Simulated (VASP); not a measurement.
Hf, 1 atom in the cell. It takes space group R-3m (No. 166, trigonal). Conventional cell: a = 3.092 Å, b = 3.092 Å, c = 7.921 Å, α = 90.00°, β = 90.00°, γ = 120.00°. Hf (site symmetry -3m) has 12 Hf at 3.09 to 3.19 Å within 4.1 Å.  This cell differs from its parent crystal: equal xy, yz and zx shear strains of +3 %.

- Program: VASP 6.6.1
- Task: single point
- Functional: LDA
- Potentials or basis: VASP PAW LDA potentials, release 64 (Hf_pv)
- Cutoff: 520 eV
- k mesh: 13 × 13 × 13
- Occupations: fermi-dirac, width 0.03 eV
- Spin: no spin polarisation
- Dipole correction: no
- Further INCAR settings: ALGO = Normal; EDIFF = 1e-06; NBANDS = 11

Potentials or basis: VASP PAW LDA potentials, release 64 (Hf_pv).

Run with:

```sh
$ cat potpaw_LDA.64/Hf_pv/POTCAR > POTCAR
$ mpirun -np 1 vasp_std > vasp.out
```

Hardware: 1 thread of AMD EPYC 7R13 Processor (Zen 3), on a shared host.

Q: How long does it take, and how much memory?

A: Run time: 32 s on 1 thread of AMD EPYC 7R13 Processor (Zen 3), on a shared host, peak memory 0.14 GiB. Counts: scf iterations 11, k points 231.
